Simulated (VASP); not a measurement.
Set up this calculation in VASP 6.6.1, as the native input.

| Property | Result |
| --- | --- |
| Task | single point |
| Functional | PBEsol |
| Potentials or basis | VASP PAW PBE potentials, release 64 (Al, N) |
| Cutoff | 600 eV |
| k mesh | 9 × 9 × 4 |
| Occupations | gaussian, width 0.02 eV |
| Spin | no spin polarisation |
| Dipole correction | no |
| Further INCAR settings | ALGO = Normal; EDIFF = 1e-06; NBANDS = 16 |

The structure of AlN lies in POSCAR:

```
AlN
1.0
    3.0670711286      0.0000000000      0.0000000000
   -1.5335355643      2.6561615126      0.0000000000
    0.0000000000      0.0000000000      5.0282589908
Al N
2 2
Direct
    0.3333333333      0.6666666667      0.0022230557
    0.6666666667      0.3333333333      0.5022230557
    0.3333333333      0.6666666667      0.3797769443
    0.6666666667      0.3333333333      0.8797769443
```

This cell differs from its parent crystal: strained cell.

The input as run:

INCAR

```
PREC     = Accurate       # precision mode
ENCUT    = 600            # plane-wave cutoff, eV
EDIFF    = 1E-6           # SCF threshold, eV
ISMEAR   = 0              # smearing method
SIGMA    = 0.02           # smearing width, eV
LREAL    = F              # projectors in reciprocal space
LASPH    = T              # aspherical terms in the spheres
NELM     = 120            # most SCF steps
ALGO     = Normal         # electronic algorithm
ISIF     = 2              # what is computed and relaxed
LWAVE    = F              # write WAVECAR
LCHARG   = T              # write CHGCAR
GGA      = PS             # functional
LELF     = T              # ELF
LVHAR    = T            
NBANDS   = 16             # bands
GGA_COMPAT= F
```

KPOINTS

```
Automatic mesh
0
Gamma
  9 9 4
```

Potentials or basis: VASP PAW PBE potentials, release 64 (Al, N).

Launch:

```sh
$ cat potpaw_PBE.64/Al/POTCAR potpaw_PBE.64/N/POTCAR > POTCAR
$ mpirun -np 1 vasp_std > vasp.out
```

Results of the run:

```yaml
Pressure: 4.6 GPa
Band_gap_on_the_k_mesh: 4.42 eV
```

Caveat: the cell differs from its parent crystal (strained cell); the cell stands under pressure; the PAW data sets were made with another functional, which shifts forces and pressure a little; an odd mesh through Γ misses points on the zone boundary, where band edges can lie.

Run time: 21 s on 1 thread of Intel(R) Xeon(R) Platinum 8375C CPU @ 2.90GHz (Ice Lake), with other jobs on the host, peak memory 0.18 GiB.
